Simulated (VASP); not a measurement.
Wanted: the native input for a VASP 6.6.1 run.

| Quantity | Value |
| --- | --- |
| Task | single point |
| Functional | r2SCAN |
| Potentials or basis | VASP PAW PBE potentials, release 64 (C) |
| Cutoff | 520 eV |
| k mesh | 14 × 14 × 14 |
| Occupations | gaussian, width 0.05 eV |
| Spin | no spin polarisation |
| Dipole correction | no |
| Further INCAR settings | ALGO = Normal; EDIFF = 1e-06; NBANDS = 11 |

Crystal: C.

```
CELL_PARAMETERS angstrom
0.00000 2.06319 3.44844
1.19116 0.00000 3.44844
1.19116 2.06319 0.00000
ATOMIC_POSITIONS crystal
C 0.16667 0.83333 0.16667
C 0.83333 0.16667 0.83333
```

This cell differs from its parent crystal: strain -0.030 along x and y, +0.030 along z.

One way to write it, as run:

POSCAR

```
C
1.0
    0.0000000000      2.0631900000      3.4484400000
    1.1911600000      0.0000000000      3.4484400000
    1.1911600000      2.0631900000      0.0000000000
C
2
Direct
    0.1666700000      0.8333300000      0.1666700000
    0.8333300000      0.1666700000      0.8333300000
```

INCAR.step1

```
ALGO = Normal
EDIFF = 1E-4
ENCUT = 520
GGA = PE
ISMEAR = 0
LASPH = T
LCHARG = F
LREAL = F
LWAVE = T
NBANDS = 11
NELM = 60
PREC = Accurate
SIGMA = 0.05
```

INCAR.step2

```
ALGO = Normal
EDIFF = 1E-6
ENCUT = 520
ISIF = 2
ISMEAR = 0
ISTART = 1
LASPH = T
LCHARG = F
LMIXTAU = T
LREAL = F
LWAVE = F
METAGGA = R2SCAN
NBANDS = 11
NELM = 60
PREC = Accurate
SIGMA = 0.05
```

KPOINTS

```
k-points
0
Gamma
  14 14 14
```

Potentials or basis: VASP PAW PBE potentials, release 64 (C).

Command:

```sh
$ cat potpaw_PBE.64/C/POTCAR > POTCAR
$ cp INCAR.step1 INCAR
$ mpirun -np 1 vasp_std > vasp.out
$ cp INCAR.step2 INCAR
$ mpirun -np 1 vasp_std > vasp.out
```

Results of the run:

| Item | Value |
| --- | --- |
| Pressure | 29.7 GPa |
| Largest force | 0.019 eV/Å |

Caveat: the cell differs from its parent crystal (strain -0.030 along x and y, +0.030 along z); the cell stands under pressure; the PAW data sets were made with another functional, which shifts forces and pressure a little.

Wall time 8.4 min on 1 thread of Intel Xeon 8259CL, on a shared host, peak memory 0.19 GiB.
